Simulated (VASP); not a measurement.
**Y: electric field gradients with PBE**

The system is Y.

```xyz
2
Lattice="3.6792 0.0000 0.0000 -1.8396 3.1863 0.0000 0.0000 0.0000 5.6612" Properties=species:S:1:pos:R:3 pbc="T T T"
Y     0.0000    2.1242    1.4153
Y     1.8396    1.0621    4.2459
```

This cell differs from its parent crystal: z stretched by -1.5 % at fixed volume.

```
Program                : VASP 6.6.1
Task                   : electric field gradients
Functional             : PBE
Potentials or basis    : VASP PAW PBE potentials, release 64 (Y_sv)
Cutoff                 : 520 eV
k mesh                 : 12 × 12 × 7
Occupations            : fermi-dirac, width 0.08 eV
Spin                   : no spin polarisation
Dipole correction      : no
Further INCAR settings : ALGO = Normal; EDIFF = 1e-08; NBANDS = 18
```

```json
{"Pressure": "-0.4 GPa", "Band gap on the k mesh": "zero (band 11 reaches 3.93 eV, above the bottom of band 12 at 2.47 eV)"}
```

Stress tensor (GPa, compression positive):
```
-0.65  0.00  0.00
 0.00 -0.65  0.00
 0.00  0.00  0.09
```

Levels at points of the mesh, in eV from the Fermi level:
| k point | band 8 | band 9 | band 10 | band 11 | band 12 | band 13 | band 14 | band 15 |
| --- | --- | --- | --- | --- | --- | --- | --- | --- |
| (0.00, 0.00, 0.00) | -22.39 | -4.66 | -1.81 | 0.99 | 1.72 | 1.72 | 2.17 | 2.35 |
| (0.50, 0.00, 0.00) | -22.48 | -1.68 | -1.16 | -0.76 | -0.17 | 1.38 | 1.46 | 2.13 |

Electric field gradients, principal values (V/Å²):
```tsv
atom	least	middle	greatest (by size)
1 Y	-16.581	-16.581	33.163
2 Y	-16.581	-16.581	33.163
```

Wall time 44 s on 1 thread of Intel(R) Xeon(R) 6975P-C (Granite Rapids), with other jobs on the host, peak memory 0.24 GiB.

Caveat: without QUAD_EFG the Cq values of the log hold for a quadrupole moment of 1 mb, not for the nuclei.
